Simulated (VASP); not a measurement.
# GaN (F-43m) in VASP: further runs

GaN is run at these levels: PBE; tasks: single point.

All numbers are computed with VASP 6.6.1; they aren't measurements. Logs are shortened: lines on timing, memory, paths and dates and some standing lists are left out, and cuts for length are marked.

## (1) The cell of the first run

The structure is cubic, space group F-43m (No. 216). Conventional cell: a = 4.498 Å, b = 4.498 Å, c = 4.498 Å, α = 90.00°, β = 90.00°, γ = 90.00°. Ga (site symmetry -43m) has 4 N at 1.95 Å within 2.6 Å. Within 2.6 Å of N (site symmetry -43m) lie 4 Ga at 1.95 Å.

## (2) Single point, PBE

File INCAR:

```
ALGO = Normal
EDIFF = 1E-6
ENCUT = 520
GGA = PE
ISIF = 2
ISMEAR = 0
LASPH = True
LCHARG = True
LELF = True
LREAL = False
LVHAR = True
LWAVE = False
NBANDS = 16
NELM = 100
PREC = Accurate
SIGMA = 0.01
```

File KPOINTS:

```
k-points
0
Gamma
  4 4 4
```

File POSCAR:

```
GaN
1.0
    0.0000000000      2.2489525415      2.2489525415
    2.2489525415      0.0000000000      2.2489525415
    2.2489525415      2.2489525415      0.0000000000
Ga N
1 1
Direct
    0.0000000000      0.0000000000      0.0000000000
    0.2500000000      0.2500000000      0.2500000000
```

Potentials or basis: VASP PAW PBE potentials, release 64 (Ga_d, N).

Started as:

```
$ cat potpaw_PBE.64/Ga_d/POTCAR potpaw_PBE.64/N/POTCAR > POTCAR
$ mpirun -np 1 vasp_std > vasp.out
```

OUTCAR:

```text
EDIFF = 1E-6
   ENCUT = 520
   GGA = PE
   ISIF = 2
   ISMEAR = 0
   LASPH = True
   LREAL = False
   NELM = 100
   PREC = Accurate

 ion  position               nearest neighbor table
   1  0.000  0.000  0.000-   2 1.95   2 1.95   2 1.95   2 1.95
   2  0.250  0.250  0.250-   1 1.95   1 1.95   1 1.95   1 1.95

  LATTYP: Found a face centered cubic cell.
 ALAT       =     4.4979050830

  Lattice vectors:

 A1 = (   0.0000000000,   2.2489525415,   2.2489525415)
 A2 = (   2.2489525415,   0.0000000000,   2.2489525415)
 A3 = (   2.2489525415,   2.2489525415,   0.0000000000)

Analysis of symmetry for initial positions (statically):
=====================================================================
 Subroutine PRICEL returns:
 Original cell was already a primitive cell.

 Routine SETGRP: Setting up the symmetry group for a
 face centered cubic supercell.

 Subroutine GETGRP returns: Found 24 space group operations
 (whereof 24 operations were pure point group operations)
 out of a pool of 48 trial point group operations.

The static configuration has the point symmetry T_d .

Analysis of symmetry for dynamics (positions and initial velocities):
=====================================================================
 Subroutine PRICEL returns:
 Original cell was already a primitive cell.

 Routine SETGRP: Setting up the symmetry group for a
 face centered cubic supercell.

 Subroutine GETGRP returns: Found 24 space group operations
 (whereof 24 operations were pure point group operations)
 out of a pool of 48 trial point group operations.

The dynamic configuration has the point symmetry T_d .

 Subroutine INISYM returns: Found 24 space group operations
 (whereof 24 operations are pure point group operations),
 and found     1 'primitive' translations

----------------------------------------------------------------------------------------

                                     Primitive cell

  volume of cell :      22.7494

  direct lattice vectors                    reciprocal lattice vectors
     0.000000000  2.248952542  2.248952542    -0.222325723  0.222325723  0.222325723
     2.248952542  0.000000000  2.248952542     0.222325723 -0.222325723  0.222325723
     2.248952542  2.248952542  0.000000000     0.222325723  0.222325723 -0.222325723

  length of vectors
     3.180499185  3.180499185  3.180499185     0.385079448  0.385079448  0.385079448

  position of ions in fractional coordinates (direct lattice)
     0.000000000  0.000000000  0.000000000
     0.250000000  0.250000000  0.250000000

  ion indices of the primitive-cell ions
   primitive index   ion index
                 1           1
                 2           2

----------------------------------------------------------------------------------------

 KPOINTS: k-points

Automatic generation of k-mesh.
 Grid dimensions read from file:
 generate k-points for:    4    4    4

 Generating k-lattice:

  Cartesian coordinates                     Fractional coordinates (reciprocal lattice)
    -0.055581431  0.055581431  0.055581431     0.250000000  0.000000000  0.000000000
     0.055581431 -0.055581431  0.055581431     0.000000000  0.250000000  0.000000000
     0.055581431  0.055581431 -0.055581431     0.000000000  0.000000000  0.250000000

  Length of vectors
     0.096269862  0.096269862  0.096269862

  Shift w.r.t. Gamma in fractional coordinates (k-lattice)
     0.000000000  0.000000000  0.000000000

 Subroutine IBZKPT returns following result:
 ===========================================

 Found      8 irreducible k-points:

 Following reciprocal coordinates:
            Coordinates               Weight
  0.000000  0.000000  0.000000      1.000000
  0.250000  0.000000  0.000000      8.000000
  0.500000  0.000000  0.000000      4.000000
  0.250000  0.250000  0.000000      6.000000
  0.500000  0.250000  0.000000     24.000000
 -0.250000  0.250000  0.000000     12.000000
  0.500000  0.500000  0.000000      3.000000
 -0.250000  0.500000  0.250000      6.000000
   k-points           NKPTS =      8   k-points in BZ     NKDIM =      8   number of bands    NBANDS=     16
   number of dos      NEDOS =    301   number of ions     NIONS =      2
   total plane-waves  NPLWV =  13824
   dimension x,y,z NGX =    24 NGY =   24 NGZ =   24
   dimension x,y,z NGXF=    48 NGYF=   48 NGZF=   48
   ions per type =               1   1
   NGX,Y,Z   is equivalent  to a cutoff of  12.54, 12.54, 12.54 a.u.
   NGXF,Y,Z  is equivalent  to a cutoff of  25.09, 25.09, 25.09 a.u.
 SYSTEM =  unknown system
   PREC   = accura    normal or accurate (medium, high low for compatibility)
   ISTART =      0    job   : 0-new  1-cont  2-samecut
   ICHARG =      2    charge: 1-file 2-atom 10-const
   ISPIN  =      1    spin polarized calculation?
   LNONCOLLINEAR =      F non collinear calculations
   LSORBIT =      F    spin-orbit coupling
   LASPH  =      T    aspherical Exc in radial PAW
   ENCUT  =  520.0 eV  38.22 Ry    6.18 a.u.   5.91  5.91  5.91*2*pi/ulx,y,z
   NELM   =    100;   NELMIN=  2; NELMDL= -5     # of ELM steps
   EDIFF  = 0.1E-05   stopping-criterion for ELM
   LREAL  =      F    real-space projection
   EDIFFG = 0.1E-04   stopping-criterion for IOM
   NSW    =      0    number of steps for IOM
   IBRION =     -1    ionic relax: 0-MD 1-quasi-New 2-CG
   NFREE  =      0    steps in history (QN), initial steepest desc. (CG)
   ISIF   =      2    stress and relaxation
   ISYM   =      2    0-nonsym 1-usesym 2-fastsym
   POTIM  = 0.5000    time-step for ionic-motion
   TEBEG  =    0.0;   TEEND  =   0.0 temperature during run
   PSTRESS=    0.0 pullay stress
   NELECT =      18.0000    total number of electrons
   NUPDOWN=      -1.0000    fix difference up-down
   EMIN   =  10.00;   EMAX   =-10.00  energy-range for DOS
   EFERMI =   0.00;   METHOD = LEGACY
   ISMEAR =     0;   SIGMA  =   0.01  broadening in eV -4-tet -1-fermi 0-gaus
   EFERMI_NEDOS =   21; number of points for ismear=-14 and -15
   IALGO  =     38    algorithm
   IMIX   =      4    mixing-type and parameters
     AMIX     =   0.40;   BMIX     =  1.00
     AMIX_MAG =   1.60;   BMIX_MAG =  1.00
  volume/ion in A,a.u.               =      11.37        76.76
  Fermi-wavevector in a.u.,A,eV,Ry     =   1.514173  2.861371 31.194330  2.292719
  Thomas-Fermi vector in A             =   2.623866
   LORBIT       =      0    0 simple, 1 ext, 2 COOP (PROOUT), +10 PAW based schemes
   GGA     = PE    functional components
   LHFCALC =     F    Hartree Fock is set to
   AEXX    =    0.0000 exact exchange contribution
   IVDW    =     0    specifies the selected vdW correction
   LEPSILON=     F    determine dielectric tensor
   LRPA    =     F    only Hartree local field effects (RPA)
 non-spin polarized calculation
 Gauss-broadening in eV      SIGMA  =   0.01
  energy-cutoff  :      520.00
  volume of cell :       22.75
 maximum number of plane-waves:       620
   NGX = 11   NGY = 11   NGZ = 11

 number of electron      18.0000009 magnetization

 Free energy of the ion-electron system (eV)
  ---------------------------------------------------
  ext. energy  EPLUGINS =         0.00000000
  ---------------------------------------------------
  free energy    TOTEN  =       -12.07479116 eV

  energy without entropy =      -12.07479116  energy(sigma->0) =      -12.07479116

 E-fermi :   5.4659     XC(G=0): -11.6885

 val. band max:        5.3950315174   @ k =   0.0000   0.0000   0.0000
 cond. band min:       7.1388200940   @ k =   0.0000   0.0000   0.0000
 fundamental gap:      1.7437885766
 Fermi energy:         5.4658878851

 k-point     1 :       0.0000    0.0000    0.0000
  band No.  band energies     occupation
      1     -10.6037      2.00000
      2      -8.0993      2.00000
      3      -8.0993      2.00000
      4      -8.0993      2.00000
      5      -7.7754      2.00000
      6      -7.7754      2.00000
[... 8 lines left out ...]
     15      24.2554      0.00000
     16      24.2554      0.00000

 k-point     2 :       0.2500    0.0000    0.0000
  band No.  band energies     occupation
      1     -10.0527      2.00000
      2      -8.0375      2.00000
      3      -8.0375      2.00000
      4      -7.7704      2.00000
      5      -7.7704      2.00000
      6      -7.7330      2.00000
[... 8 lines left out ...]
     15      22.2699      0.00000
     16      22.2699      0.00000

 k-point     3 :       0.5000    0.0000    0.0000
  band No.  band energies     occupation
      1      -9.6831      2.00000
      2      -8.0106      2.00000
      3      -8.0106      2.00000
      4      -7.7273      2.00000
      5      -7.7273      2.00000
      6      -6.5138      2.00000
[... 8 lines left out ...]
     15      25.0995      0.00000
     16      25.0995      0.00000

 k-point     4 :       0.2500    0.2500    0.0000
  band No.  band energies     occupation
      1      -9.8947      2.00000
      2      -7.9550      2.00000
      3      -7.9550      2.00000
      4      -7.9343      2.00000
      5      -7.7363      2.00000
      6      -7.5925      2.00000
[... 8 lines left out ...]
     15      26.8104      0.00000
     16      27.7322      0.00000

 k-point     5 :       0.5000    0.2500    0.0000
  band No.  band energies     occupation
      1      -9.5782      2.00000
      2      -7.9826      2.00000
      3      -7.8965      2.00000
      4      -7.8442      2.00000
      5      -7.7206      2.00000
      6      -6.3510      2.00000
[... 8 lines left out ...]
     15      26.6397      0.00000
     16      27.0910      0.00000

 k-point     6 :      -0.2500    0.2500    0.0000
  band No.  band energies     occupation
      1      -9.6631      2.00000
      2      -7.9997      2.00000
      3      -7.9485      2.00000
      4      -7.7899      2.00000
      5      -7.7856      2.00000
      6      -6.7713      2.00000
[... 8 lines left out ...]
     15      22.7823      0.00000
     16      26.9849      0.00000

 k-point     7 :       0.5000    0.5000    0.0000
  band No.  band energies     occupation
      1      -9.5102      2.00000
      2      -8.0152      2.00000
      3      -7.7908      2.00000
      4      -7.7908      2.00000
      5      -7.6973      2.00000
      6      -6.0847      2.00000
[... 8 lines left out ...]
     15      27.2403      0.00000
     16      30.0273      0.00000

 k-point     8 :      -0.2500    0.5000    0.2500
  band No.  band energies     occupation
      1      -9.5077      2.00000
      2      -7.9500      2.00000
      3      -7.9230      2.00000
      4      -7.7663      2.00000
      5      -7.7646      2.00000
      6      -5.7917      2.00000
[... 8 lines left out ...]
     15      24.7757      0.00000
     16      29.1307      0.00000

------------------------ aborting loop because EDIFF is reached ----------------------------------------

  FORCE on cell =-STRESS in cart. coord.  units (eV):
  Direction    XX          YY          ZZ          XY          YZ          ZX
  --------------------------------------------------------------------------------------
  -------------------------------------------------------------------------------------
  Total        0.8814262      0.8814262      0.8814262     -0.0000000      0.0000000     -0.0000000
  in kB       62.0762779     62.0762779     62.0762779     -0.0000000      0.0000000     -0.0000000
  external PRESSURE =      62.0762779 kB  Pullay stress =       0.0000000 kB

 VOLUME and BASIS-vectors are now :
 -----------------------------------------------------------------------------
  energy-cutoff  :      520.00
  volume of cell :       22.75
      direct lattice vectors                 reciprocal lattice vectors
     0.000000000  2.248952542  2.248952542    -0.222325723  0.222325723  0.222325723
     2.248952542  0.000000000  2.248952542     0.222325723 -0.222325723  0.222325723
     2.248952542  2.248952542  0.000000000     0.222325723  0.222325723 -0.222325723

 POSITION                                       TOTAL-FORCE (eV/Angst)
 -----------------------------------------------------------------------------------
      0.00000      0.00000      0.00000        -0.000000     -0.000000     -0.000000
      1.12448      1.12448      1.12448         0.000000      0.000000      0.000000
 -----------------------------------------------------------------------------------
    total drift:                                0.000002      0.000002      0.000002

  FREE ENERGIE OF THE ION-ELECTRON SYSTEM (eV)
  ---------------------------------------------------
  free  energy   TOTEN  =       -12.0747911649 eV

  energy  without entropy=      -12.0747911649  energy(sigma->0) =      -12.07479116
```

Run time: 5.6 s. Hardware: 1 thread of Intel Xeon Platinum 8559C (Emerald Rapids), shared host; peak memory 0.13 GiB.

What came out:

- Free energy: -12.0748 eV
- Pressure: 6.2 GPa
- Band gap on the k mesh: 1.74 eV, direct

Levels at points of the mesh, in eV from the valence-band top:
```tsv
k point	band 5	band 6	band 7	band 8	band 9	band 10	band 11	band 12	band 13	band 14
(0.00, 0.00, 0.00)	-13.17	-13.17	0.00	0.00	0.00	1.74	10.30	10.30	10.30	17.65
(0.50, 0.00, 0.00)	-13.12	-11.91	-7.10	-0.98	-0.98	4.65	8.75	10.36	10.36	15.65
(0.50, 0.50, 0.00)	-13.09	-11.48	-6.17	-2.73	-2.73	3.32	6.67	11.74	14.01	14.01
```

Caveat: the k points lie up to 0.60 Å⁻¹ apart. A hybrid or GW would open this gap; PBE tends to underestimate it.

## (3) Single point, PBE

File INCAR:

```
SYSTEM = GaN
PREC = Accurate ; ENCUT = 520
EDIFF = 1E-6 ; ISMEAR = 0
SIGMA = 0.01 ; LREAL = .FALSE.
LASPH = .TRUE. ; NELM = 60
ALGO = Normal ; ISIF = 2
LWAVE = .FALSE. ; LCHARG = .FALSE.
GGA = PE ; NBANDS = 16
```

File KPOINTS:

```
regular mesh
0
G
  6 6 6
  0 0 0
```

POSCAR is that of step 2.

Potentials or basis: VASP PAW PBE potentials, release 64 (Ga_d, N).

Started as:

```
$ cat potpaw_PBE.64/Ga_d/POTCAR potpaw_PBE.64/N/POTCAR > POTCAR
$ mpirun -np 1 vasp_std > vasp.out
```

It took 5.2 s on 1 thread of Intel Xeon Platinum 8559C (Emerald Rapids), shared host; peak memory 0.13 GiB.

Results (log left out):

```yaml
Free_energy: -12.1338 eV
Pressure: 6.2 GPa
Band_gap_on_the_k_mesh: 1.76 eV, direct
```

Levels at points of the mesh, in eV from the valence-band top:
| k point | band 5 | band 6 | band 7 | band 8 | band 9 | band 10 | band 11 | band 12 | band 13 | band 14 |
| --- | --- | --- | --- | --- | --- | --- | --- | --- | --- | --- |
| (0.00, 0.00, 0.00) | -13.13 | -13.13 | 0.00 | 0.00 | 0.00 | 1.76 | 10.34 | 10.34 | 10.34 | 17.68 |
| (0.50, 0.00, 0.00) | -13.08 | -11.88 | -7.08 | -0.98 | -0.98 | 4.68 | 8.76 | 10.39 | 10.39 | 15.68 |
| (0.50, 0.50, 0.00) | -13.05 | -11.46 | -6.15 | -2.72 | -2.72 | 3.35 | 6.70 | 11.75 | 14.03 | 14.03 |

A hybrid or GW would open this gap; PBE tends to underestimate it.

## (4) Single point, PBE

File INCAR:

```
PREC     = Accurate       # precision mode
ENCUT    = 520            # plane-wave cutoff, eV
EDIFF    = 1E-7           # SCF threshold, eV
ISMEAR   = -1             # smearing method
SIGMA    = 0.001          # smearing width, eV
LREAL    = False          # projectors in reciprocal space
LASPH    = True           # aspherical terms in the spheres
NELM     = 80             # most SCF steps
ALGO     = Normal         # electronic algorithm
ISIF     = 2              # what is computed and relaxed
LWAVE    = False          # write WAVECAR
LCHARG   = False          # write CHGCAR
GGA      = PE             # functional
NBANDS   = 16             # bands
```

File KPOINTS:

```
Automatic mesh
0
Gamma
  6 6 6
```

POSCAR is that of step 3.

Started as:

```
$ cat potpaw_PBE.64/Ga_d/POTCAR potpaw_PBE.64/N/POTCAR > POTCAR
$ mpirun -np 1 vasp_std > vasp.out
```

Run time: 7.2 s. Hardware: 1 thread of Intel Xeon Platinum 8559C (Emerald Rapids), shared host; peak memory 0.13 GiB.

Results (log left out):

```
Free energy            : -12.1338 eV
Pressure               : 6.2 GPa
Band gap on the k mesh : 1.76 eV, direct
```

Levels at points of the mesh, in eV from the valence-band top:
```csv
k point,band 6,band 7,band 8,band 9,band 10,band 11,band 12,band 13
"(0.00, 0.00, 0.00)",-13.13,0.00,0.00,0.00,1.76,10.34,10.34,10.34
"(0.50, 0.00, 0.00)",-11.88,-7.08,-0.98,-0.98,4.68,8.76,10.39,10.39
"(0.50, 0.50, 0.00)",-11.46,-6.15,-2.72,-2.72,3.35,6.70,11.75,14.02
```

PBE gaps usually lie below the measured ones, often by a third to a half.

## (5) Single point, PBE

File INCAR:

```
ALGO     = Normal         # electronic algorithm
EDIFF    = 1E-6           # SCF threshold, eV
ENCUT    = 520            # plane-wave cutoff, eV
GGA      = PE             # functional
ISIF     = 2              # what is computed and relaxed
ISMEAR   = 1              # smearing method
LASPH    = True           # aspherical terms in the spheres
LCHARG   = False          # write CHGCAR
LREAL    = False          # projectors in reciprocal space
LWAVE    = False          # write WAVECAR
NBANDS   = 16             # bands
NELM     = 80             # most SCF steps
PREC     = Accurate       # precision mode
SIGMA    = 0.05           # smearing width, eV
```

File KPOINTS:

```
k-points
0
Gamma
  6 6 6
```

POSCAR is that of step 4.

Started as:

```
$ cat potpaw_PBE.64/Ga_d/POTCAR potpaw_PBE.64/N/POTCAR > POTCAR
$ mpirun -np 1 vasp_std > vasp.out
```

It took 7.8 s on 1 thread of Intel Xeon Platinum 8559C (Emerald Rapids), shared host; peak memory 0.13 GiB.

Results (log left out):

```yaml
Free_energy: -12.1337 eV
Pressure: 6.2 GPa
Band_gap_on_the_k_mesh: 1.76 eV, direct
```

Levels at points of the mesh, in eV from the valence-band top:
```tsv
k point	band 6	band 7	band 8	band 9	band 10	band 11	band 12	band 13
(0.00, 0.00, 0.00)	-13.13	0.00	0.00	0.00	1.76	10.34	10.34	10.34
(0.50, 0.00, 0.00)	-11.88	-7.08	-0.98	-0.98	4.68	8.76	10.39	10.39
(0.50, 0.50, 0.00)	-11.46	-6.15	-2.72	-2.72	3.35	6.70	11.75	14.03
```

(Part 1 of 2 ends here.)
